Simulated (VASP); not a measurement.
# C3N4 (P-43m) in VASP: a series of runs

The runs below take C3N4 through single point, relaxation of volume and atoms at fixed shape, with PBEsol.

Program: VASP 6.6.1. These are calculated values, not measurements. Logs are shortened: lines on timing, memory, paths and dates and some standing lists are left out, and cuts for length are marked.

### Step 1. The cell of the first run

Symmetry: P-43m, No. 215, cubic system. Conventional cell: a = 3.430 Å, b = 3.430 Å, c = 3.430 Å, α = 90.00°, β = 90.00°, γ = 90.00°. Within 2.0 Å of C (site symmetry -42m) lie 4 N at 1.48 Å. N (site symmetry 3m) has 3 C at 1.48 Å within 2.0 Å.

### Step 2. Single point, PBEsol

File INCAR:

```
PREC = Accurate
ENCUT = 520
EDIFF = 1E-6
ISMEAR = -1
SIGMA = 0.05
LREAL = F
LASPH = T
NELM = 60
ALGO = Normal
ISIF = 2
LWAVE = F
LCHARG = F
GGA = PS
NBANDS = 25
```

File KPOINTS:

```
Automatic mesh
0
Gamma
  7 7 7
```

File POSCAR:

```
C3N4
1.0
    3.4301838634      0.0000000000      0.0000000000
    0.0000000000      3.4301838634      0.0000000000
    0.0000000000      0.0000000000      3.4301838634
C N
3 4
Direct
    0.0000000000      0.0000000000      0.5000000000
    0.5000000000      0.0000000000      0.0000000000
    0.0000000000      0.5000000000      0.0000000000
    0.2460337726      0.2460337726      0.7539662274
    0.7539662274      0.7539662274      0.7539662274
    0.2460337726      0.7539662274      0.2460337726
    0.7539662274      0.2460337726      0.2460337726
```

Potentials or basis: VASP PAW PBE potentials, release 64 (C, N).

The run is started by

```sh
> cat potpaw_PBE.64/C/POTCAR potpaw_PBE.64/N/POTCAR > POTCAR
> mpirun -np 1 vasp_std > vasp.out
```

OUTCAR:

```text
PREC = Accurate
   ENCUT = 520
   EDIFF = 1E-6
   ISMEAR = -1
   LREAL = F
   LASPH = T
   NELM = 60
   ISIF = 2
   GGA = PS

 ion  position               nearest neighbor table
   1  0.000  0.000  0.500-   4 1.48   5 1.48   6 1.48   7 1.48
   2  0.500  0.000  0.000-   4 1.48   5 1.48   6 1.48   7 1.48
   3  0.000  0.500  0.000-   4 1.48   5 1.48   6 1.48   7 1.48
   4  0.246  0.246  0.754-   1 1.48   2 1.48   3 1.48
   5  0.754  0.754  0.754-   1 1.48   2 1.48   3 1.48
   6  0.246  0.754  0.246-   1 1.48   2 1.48   3 1.48
   7  0.754  0.246  0.246-   1 1.48   2 1.48   3 1.48

  LATTYP: Found a simple cubic cell.
 ALAT       =     3.4301838634

  Lattice vectors:

 A1 = (   3.4301838634,   0.0000000000,   0.0000000000)
 A2 = (   0.0000000000,   3.4301838634,   0.0000000000)
 A3 = (   0.0000000000,   0.0000000000,   3.4301838634)

Analysis of symmetry for initial positions (statically):
=====================================================================
 Subroutine PRICEL returns:
 Original cell was already a primitive cell.

 Routine SETGRP: Setting up the symmetry group for a
 simple cubic supercell.

 Subroutine GETGRP returns: Found 24 space group operations
 (whereof 24 operations were pure point group operations)
 out of a pool of 48 trial point group operations.

The static configuration has the point symmetry T_d .

Analysis of symmetry for dynamics (positions and initial velocities):
=====================================================================
 Subroutine PRICEL returns:
 Original cell was already a primitive cell.

 Routine SETGRP: Setting up the symmetry group for a
 simple cubic supercell.

 Subroutine GETGRP returns: Found 24 space group operations
 (whereof 24 operations were pure point group operations)
 out of a pool of 48 trial point group operations.

The dynamic configuration has the point symmetry T_d .

 Subroutine INISYM returns: Found 24 space group operations
 (whereof 24 operations are pure point group operations),
 and found     1 'primitive' translations

----------------------------------------------------------------------------------------

                                     Primitive cell

  volume of cell :      40.3601

  direct lattice vectors                    reciprocal lattice vectors
     3.430183863  0.000000000  0.000000000     0.291529562  0.000000000  0.000000000
     0.000000000  3.430183863  0.000000000     0.000000000  0.291529562  0.000000000
     0.000000000  0.000000000  3.430183863     0.000000000  0.000000000  0.291529562

  length of vectors
     3.430183863  3.430183863  3.430183863     0.291529562  0.291529562  0.291529562

  position of ions in fractional coordinates (direct lattice)
     0.000000000  0.000000000  0.500000000
     0.500000000  0.000000000  0.000000000
     0.000000000  0.500000000  0.000000000
     0.246033773  0.246033773  0.753966227
     0.753966227  0.753966227  0.753966227
     0.246033773  0.753966227  0.246033773
     0.753966227  0.246033773  0.246033773

  ion indices of the primitive-cell ions
   primitive index   ion index
                 1           1
                 2           2
                 3           3
                 4           4
                 5           5
                 6           6
                 7           7

----------------------------------------------------------------------------------------

 KPOINTS: Automatic mesh

Automatic generation of k-mesh.
 Grid dimensions read from file:
 generate k-points for:    7    7    7

 Generating k-lattice:

  Cartesian coordinates                     Fractional coordinates (reciprocal lattice)
     0.041647080  0.000000000  0.000000000     0.142857143  0.000000000  0.000000000
     0.000000000  0.041647080  0.000000000     0.000000000  0.142857143  0.000000000
     0.000000000  0.000000000  0.041647080     0.000000000  0.000000000  0.142857143

  Length of vectors
     0.041647080  0.041647080  0.041647080

  Shift w.r.t. Gamma in fractional coordinates (k-lattice)
     0.000000000  0.000000000  0.000000000

 Subroutine IBZKPT returns following result:
 ===========================================

 Found     20 irreducible k-points:

 Following reciprocal coordinates:
            Coordinates               Weight
  0.000000  0.000000  0.000000      1.000000
  0.142857  0.000000  0.000000      6.000000
  0.285714  0.000000  0.000000      6.000000
  0.428571  0.000000  0.000000      6.000000
  0.142857  0.142857  0.000000     12.000000
  0.285714  0.142857  0.000000     24.000000
[... 12 lines left out ...]
  0.428571  0.428571  0.285714     24.000000
  0.428571  0.428571  0.428571      8.000000
   k-points           NKPTS =     20   k-points in BZ     NKDIM =     20   number of bands    NBANDS=     25
   number of dos      NEDOS =    301   number of ions     NIONS =      7
   total plane-waves  NPLWV =  21952
   dimension x,y,z NGX =    28 NGY =   28 NGZ =   28
   dimension x,y,z NGXF=    56 NGYF=   56 NGZF=   56
   ions per type =               3   4
   NGX,Y,Z   is equivalent  to a cutoff of  13.57, 13.57, 13.57 a.u.
   NGXF,Y,Z  is equivalent  to a cutoff of  27.14, 27.14, 27.14 a.u.
 SYSTEM =  unknown system
   PREC   = accura    normal or accurate (medium, high low for compatibility)
   ISTART =      0    job   : 0-new  1-cont  2-samecut
   ICHARG =      2    charge: 1-file 2-atom 10-const
   ISPIN  =      1    spin polarized calculation?
   LNONCOLLINEAR =      F non collinear calculations
   LSORBIT =      F    spin-orbit coupling
   LASPH  =      T    aspherical Exc in radial PAW
   ENCUT  =  520.0 eV  38.22 Ry    6.18 a.u.   6.38  6.38  6.38*2*pi/ulx,y,z
   NELM   =     60;   NELMIN=  2; NELMDL= -5     # of ELM steps
   EDIFF  = 0.1E-05   stopping-criterion for ELM
   LREAL  =      F    real-space projection
   EDIFFG = 0.1E-04   stopping-criterion for IOM
   NSW    =      0    number of steps for IOM
   IBRION =     -1    ionic relax: 0-MD 1-quasi-New 2-CG
   NFREE  =      0    steps in history (QN), initial steepest desc. (CG)
   ISIF   =      2    stress and relaxation
   ISYM   =      2    0-nonsym 1-usesym 2-fastsym
   POTIM  = 0.5000    time-step for ionic-motion
   TEBEG  =    0.0;   TEEND  =   0.0 temperature during run
   PSTRESS=    0.0 pullay stress
   NELECT =      32.0000    total number of electrons
   NUPDOWN=      -1.0000    fix difference up-down
   EMIN   =  10.00;   EMAX   =-10.00  energy-range for DOS
   EFERMI =   0.00;   METHOD = LEGACY
   ISMEAR =    -1;   SIGMA  =   0.05  broadening in eV -4-tet -1-fermi 0-gaus
   EFERMI_NEDOS =   21; number of points for ismear=-14 and -15
   IALGO  =     38    algorithm
   IMIX   =      4    mixing-type and parameters
     AMIX     =   0.40;   BMIX     =  1.00
     AMIX_MAG =   1.60;   BMIX_MAG =  1.00
  volume/ion in A,a.u.               =       5.77        38.91
  Fermi-wavevector in a.u.,A,eV,Ry     =   1.515214  2.863340 31.237272  2.295875
  Thomas-Fermi vector in A             =   2.624768
   LORBIT       =      0    0 simple, 1 ext, 2 COOP (PROOUT), +10 PAW based schemes
   GGA     = PS    functional components
   LHFCALC =     F    Hartree Fock is set to
   AEXX    =    0.0000 exact exchange contribution
   IVDW    =     0    specifies the selected vdW correction
   LEPSILON=     F    determine dielectric tensor
   LRPA    =     F    only Hartree local field effects (RPA)
 non-spin polarized calculation
  energy-cutoff  :      520.00
  volume of cell :       40.36
 maximum number of plane-waves:      1097
 NGX is ok and might be reduce to    28
   NGX = 13   NGY = 13   NGZ = 13

 number of electron      32.0000000 magnetization

 Free energy of the ion-electron system (eV)
  ---------------------------------------------------
  ext. energy  EPLUGINS =         0.00000000
  ---------------------------------------------------
  free energy    TOTEN  =       -59.95313352 eV

  energy without entropy =      -59.95313352  energy(sigma->0) =      -59.95313352

 E-fermi :  10.6851     XC(G=0): -13.4809

 val. band max:        9.7020264632   @ k =   0.0000   0.0000   0.0000
 cond. band min:      12.1213396297   @ k =   0.0000   0.0000   0.0000
 fundamental gap:      2.4193131665
 Fermi energy:        10.6850834319

 k-point     1 :       0.0000    0.0000    0.0000
  band No.  band energies     occupation
      1     -15.3108      2.00000
      2      -7.6423      2.00000
      3      -7.6423      2.00000
      4      -7.6423      2.00000
      5      -5.5715      2.00000
      6      -5.5715      2.00000
[... 17 lines left out ...]
     24      17.9473      0.00000
     25      17.9473      0.00000

 k-point     2 :       0.1429    0.0000    0.0000
  band No.  band energies     occupation
      1     -15.1323      2.00000
      2      -8.8078      2.00000
      3      -7.5705      2.00000
      4      -7.5705      2.00000
      5      -5.4619      2.00000
      6      -4.4124      2.00000
[... 17 lines left out ...]
     24      18.3552      0.00000
     25      18.3552      0.00000

 k-point     3 :       0.2857    0.0000    0.0000
  band No.  band energies     occupation
      1     -14.6181      2.00000
      2     -10.4640      2.00000
      3      -7.3973      2.00000
      4      -7.3973      2.00000
      5      -5.1802      2.00000
      6      -2.7450      2.00000
[... 440 lines left out ...]
 k-point    19 :       0.4286    0.4286    0.2857
  band No.  band energies     occupation
      1     -11.7974      2.00000
      2     -10.5580      2.00000
      3     -10.3052      2.00000
      4      -8.7551      2.00000
      5      -5.0119      2.00000
      6      -4.4530      2.00000
[... 17 lines left out ...]
     24      18.3467      0.00000
     25      20.6706      0.00000

 k-point    20 :       0.4286    0.4286    0.4286
  band No.  band energies     occupation
      1     -11.0827      2.00000
      2     -10.2601      2.00000
      3     -10.2601      2.00000
      4      -9.3033      2.00000
      5      -5.3389      2.00000
      6      -5.3389      2.00000
[... 17 lines left out ...]
     24      17.9635      0.00000
     25      21.5446      0.00000

------------------------ aborting loop because EDIFF is reached ----------------------------------------

  FORCE on cell =-STRESS in cart. coord.  units (eV):
  Direction    XX          YY          ZZ          XY          YZ          ZX
  --------------------------------------------------------------------------------------
  -------------------------------------------------------------------------------------
  Total        0.2901826      0.2901826      0.2901826     -0.0000000     -0.0000000     -0.0000000
  in kB       11.5193958     11.5193958     11.5193958     -0.0000000     -0.0000000     -0.0000000
  external PRESSURE =      11.5193958 kB  Pullay stress =       0.0000000 kB

 VOLUME and BASIS-vectors are now :
 -----------------------------------------------------------------------------
  energy-cutoff  :      520.00
  volume of cell :       40.36
      direct lattice vectors                 reciprocal lattice vectors
     3.430183863  0.000000000  0.000000000     0.291529562  0.000000000  0.000000000
     0.000000000  3.430183863  0.000000000     0.000000000  0.291529562  0.000000000
     0.000000000  0.000000000  3.430183863     0.000000000  0.000000000  0.291529562

 POSITION                                       TOTAL-FORCE (eV/Angst)
 -----------------------------------------------------------------------------------
      0.00000      0.00000      1.71509         0.000000      0.000000     -0.000000
      1.71509      0.00000      0.00000         0.000000      0.000000     -0.000000
      0.00000      1.71509      0.00000         0.000000      0.000000     -0.000000
      0.84394      0.84394      2.58624         0.009277      0.009277     -0.009277
      2.58624      2.58624      2.58624        -0.009277     -0.009277     -0.009277
      0.84394      2.58624      0.84394         0.009277     -0.009277      0.009277
      2.58624      0.84394      0.84394        -0.009277      0.009277      0.009277
 -----------------------------------------------------------------------------------
    total drift:                               -0.000000     -0.000000     -0.000000

  FREE ENERGIE OF THE ION-ELECTRON SYSTEM (eV)
  ---------------------------------------------------
  free  energy   TOTEN  =       -59.9531335214 eV

  energy  without entropy=      -59.9531335213  energy(sigma->0) =      -59.95313352
```

Run time: 20 s. Hardware: 1 thread of Intel Xeon Platinum 8375C at 2.90GHz (Ice Lake), shared host; peak memory 0.15 GiB.

What came out:

```
Free energy            : -59.9531 eV
Pressure               : 1.2 GPa
Largest force          : 0.016 eV/Å
Band gap on the k mesh : 2.42 eV, direct
```

Forces on the atoms (eV/Å):
```
C    0.000  0.000  0.000
C    0.000  0.000  0.000
C    0.000  0.000  0.000
N    0.009  0.009 -0.009
N   -0.009 -0.009 -0.009
N    0.009 -0.009  0.009
N   -0.009  0.009  0.009
```

Caveat: the PAW data sets were made with another functional, which shifts forces and pressure a little.

### Step 3. Relaxation of volume and atoms at fixed shape, PBEsol

This run uses another cell than the first one, of 5.90 Å³/atom, 1.023 times its volume.

File INCAR:

```
PREC = Accurate
ENCUT = 600
EDIFF = 1E-7
ISMEAR = -1
SIGMA = 0.05
LREAL = F
LASPH = T
NELM = 60
ALGO = Normal
ISIF = 8
LWAVE = F
LCHARG = F
GGA = PS
IBRION = 2
NSW = 80
EDIFFG = -0.01
```

File KPOINTS:

```
regular mesh
0
Gamma
  7 7 7
```

File POSCAR:

```
C3N4
1.0
    3.4567650000      0.0000000000      0.0000000000
    0.0000000000      3.4567650000      0.0000000000
    0.0000000000      0.0000000000      3.4567650000
C N
3 4
Direct
    0.0000000000      0.0000000000      0.5000000000
    0.5000000000      0.0000000000      0.0000000000
    0.0000000000      0.5000000000      0.0000000000
    0.2456870000      0.2456870000      0.7543130000
    0.7543130000      0.7543130000      0.7543130000
    0.2456870000      0.7543130000      0.2456870000
    0.7543130000      0.2456870000      0.2456870000
```

Potentials or basis: VASP PAW PBE potentials, release 64 (C, N).

The run is started by

```sh
> cat potpaw_PBE.64/C/POTCAR potpaw_PBE.64/N/POTCAR > POTCAR
> mpirun -np 1 vasp_std > vasp.out
```

Run time: 58 s. Hardware: 1 thread of Intel Xeon Platinum 8375C at 2.90GHz (Ice Lake), shared host; peak memory 0.15 GiB.

It converged, with:

| Property | Result |
| --- | --- |
| Free energy | -59.9782 eV |
| Relaxed volume | 5.77 Å³/atom |
| Relaxed cell | a = 3.432 Å, b = 3.432 Å, c = 3.432 Å, α = 90.00°, β = 90.00°, γ = 90.00° |
| Space group after relaxing (to 0.05 Å) | P-43m (No. 215) |
| Energy gained by relaxing | 3.5 meV/atom |
| Ionic steps | 5 |
| Pressure after relaxing | -0.1 GPa |
| Band gap on the k mesh | 2.42 eV, direct |

Step by step:
```
step  energy change (eV)  largest force (eV/Å)  pressure (GPa)  volume (Å³)
   1              0.0000                0.0475           -8.72        41.31
   2              0.0146                0.4089           11.74        39.42
   3             -0.0237                0.1436           -0.17        40.46
   4             -0.0239                0.1290            0.05        40.37
   5             -0.0246                0.0012           -0.06        40.41
```

Final structure:
```xyz
7
Lattice="3.4317 0.0000 0.0000 0.0000 3.4317 0.0000 0.0000 0.0000 3.4317" Properties=species:S:1:pos:R:3 pbc="T T T"
C     0.0000    0.0000    1.7159
C     1.7159    0.0000    0.0000
C     0.0000    1.7159    0.0000
N     0.8444    0.8444    2.5873
N     2.5873    2.5873    2.5873
N     0.8444    2.5873    0.8444
N     2.5873    0.8444    0.8444
```

Levels at points of the mesh, in eV from the valence-band top:
```tsv
k point	band 12	band 13	band 14	band 15	band 16	band 17	band 18	band 19	band 20
(0.00, 0.00, 0.00)	-6.54	-6.54	0.00	0.00	0.00	2.42	2.42	2.42	5.28
```

Caveat: the PAW data sets were made with another functional, which shifts forces and pressure a little. A k mesh can miss the band edges.

### Step 4. Single point, PBEsol

File INCAR:

```
PREC = Accurate
ENCUT = 910
EDIFF = 1E-6
ISMEAR = -1
SIGMA = 0.05
LREAL = F
LASPH = T
NELM = 120
ALGO = Normal
ISIF = 2
LWAVE = F
LCHARG = F
GGA = PS
NBANDS = 25
GGA_COMPAT = F
```

File KPOINTS:

```
Automatic mesh
0
Gamma
  7 7 7
```

File POSCAR:

```
C3N4
1.0
    3.4301838634      0.0000000000      0.0000000000
    0.0000000000      3.4301838634      0.0000000000
    0.0000000000      0.0000000000      3.4301838634
C N
3 4
Direct
    0.0000000000      0.0000000000      0.5000000000
    0.5000000000      0.0000000000      0.0000000000
    0.0000000000      0.5000000000      0.0000000000
    0.2460337726      0.2460337726      0.7539662274
    0.7539662274      0.7539662274      0.7539662274
    0.2460337726      0.7539662274      0.2460337726
    0.7539662274      0.2460337726      0.2460337726
```

Potentials or basis: VASP PAW PBE potentials, release 64 (C_h, N_h).

The run is started by

```sh
> cat potpaw_PBE.64/C_h/POTCAR potpaw_PBE.64/N_h/POTCAR > POTCAR
> mpirun -np 1 vasp_std > vasp.out
```

It took 17 s on 1 thread of Intel Xeon 6975P-C (Granite Rapids), shared host; peak memory 0.2 GiB.

It converged, with:

```yaml
Free_energy: -60.1122 eV
Pressure: -0.2 GPa
Largest_force: 0.023 eV/Å
Band_gap_on_the_k_mesh: 2.43 eV, direct
```

Forces in eV/Å, atoms in the order of the input:
```
C    0.000  0.000  0.000
C    0.000  0.000  0.000
C    0.000  0.000  0.000
N    0.013  0.013 -0.013
N   -0.013 -0.013 -0.013
N    0.013 -0.013  0.013
N   -0.013  0.013  0.013
```

Levels at points of the mesh, in eV from the valence-band top:
```
           k point  band 12  band 13  band 14  band 15  band 16  band 17  band 18  band 19  band 20  band 21
(0.00, 0.00, 0.00)    -6.54    -6.54     0.00     0.00     0.00     2.43     2.43     2.43     5.29     5.29
```

Caveat: the cutoff is under 1.25 times the usual one of these potentials, so pressure, stress and relaxed cells hold a basis-set (Pulay) error; the PAW data sets were made with another functional, which shifts forces and pressure a little. A k mesh can miss the band edges.

### Step 5. Overview

| task | potentials or basis | cell | cutoff (eV) | second run | gap on the mesh (eV) | pressure (GPa) | largest force (eV/Å) |
| --- | --- | --- | --- | --- | --- | --- | --- |
| single point | VASP PAW PBE potentials, release 64 (C, N) | a = 3.430 Å, 7 atoms | 520 | - | 2.42 | 1.2 | 0.02 |
| relaxation of volume and atoms at fixed shape | VASP PAW PBE potentials, release 64 (C, N) | relaxed from a = 3.457 Å, 7 atoms | 600 | - | 2.42 | -0.1 | - |
| single point | VASP PAW PBE potentials, release 64 (C_h, N_h) | a = 3.430 Å, 7 atoms | 910 | hard_potentials | 2.43 | -0.2 | 0.02 |

Alike in all rows: level PBEsol; no spin polarisation; k mesh 7 × 7 × 7; smearing fermi-dirac 0.05 eV.

Caveats: the PAW data sets were made with another functional, which shifts forces and pressure a little; the cutoff is under 1.25 times the usual one of these potentials, so pressure, stress and relaxed cells hold a basis-set (Pulay) error (some runs).

Total energies depend on the potentials used, so only differences within one code and one set of settings carry meaning.
